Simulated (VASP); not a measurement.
Write the native input for VASP 6.6.1 that does the following.

```yaml
Task: single point
Functional: revPBE
Potentials_or_basis: VASP PAW PBE potentials, release 64 (Si, C)
Cutoff: 600 eV
k_mesh: 10 × 10 × 10
Occupations: fermi-dirac, width 0.05 eV
Spin: no spin polarisation
Dipole_correction: no
Further_INCAR_settings: ALGO = Normal; EDIFF = 1e-06; NBANDS = 11
```

The structure of SiC lies in POSCAR:

```
SiC
1.0
    0.0000000000      2.1981722592      2.1981722592
    2.1981722592      0.0000000000      2.1981722592
    2.1981722592      2.1981722592      0.0000000000
Si C
1 1
Direct
    0.0000000000      0.0000000000      0.0000000000
    0.7500000000      0.7500000000      0.7500000000
```

One way to write it, as run:

INCAR

```
SYSTEM = SiC
PREC = Accurate
ENCUT = 600
EDIFF = 1E-6
ISMEAR = -1
SIGMA = 0.05
LREAL = .False.
LASPH = .True.
NELM = 120
ALGO = Normal
ISIF = 2
LWAVE = .False.
LCHARG = .True.
GGA = RE
LELF = .True.
LVHAR = .True.
NBANDS = 11
GGA_COMPAT = .False.
```

KPOINTS

```
regular mesh
0
Gamma
  10 10 10
  0 0 0
```

Potentials or basis: VASP PAW PBE potentials, release 64 (Si, C).

Command:

```sh
$ cat potpaw_PBE.64/Si/POTCAR potpaw_PBE.64/C/POTCAR > POTCAR
$ mpirun -np 1 vasp_std > vasp.out
```

Results of the run:

```yaml
Pressure: -0.5 GPa
Band_gap_on_the_k_mesh: 1.38 eV (least direct gap 4.51 eV)
```

Caveat: the PAW data sets were made with another functional, which shifts forces and pressure a little.

It took 10 s on 1 thread of AMD EPYC 9R45 96-Core Processor (Zen 5), with other jobs on the host, peak memory 0.12 GiB.
